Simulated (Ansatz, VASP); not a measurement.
## Two plane-wave programs on Ti

```
Ti
1.0
     0.00000    2.06045    1.96910
     2.06045    0.00000    1.96910
     2.06045    2.06045    0.00000
Ti
1
Direct
  0.00000 0.00000 0.00000
```

Change from the starting cell: strain +0.015 along x and y, -0.030 along z, atoms carried along.

Alike in both runs: task single point; functional PBEsol; k mesh 10 × 10 × 10; occupations gaussian, width 0.15 eV; no spin polarisation.

|  | VASP | Ansatz |
| --- | --- | --- |
| version | VASP 6.6.1 | Ansatz 0.2.0 |
| potentials or method | VASP PAW PBE potentials, release 64 (Ti_sv), cutoff 520 eV | scalar-relativistic, plane waves, PAW |
| valence electrons in the cell | 12 | 12 |

```tsv
	VASP	Ansatz	Ansatz less VASP
gap on the k mesh at the Fermi level (eV)	none	none	-
pressure (GPa)	-0.5	-0.3	+0.26
traceless stress, the component that is largest in VASP (GPa)	1.06	1.05	-0.008
```

VASP's potentials were made for PBE, not for PBEsol. A gap of «none» marks a metal or a gap that the smearing closes.
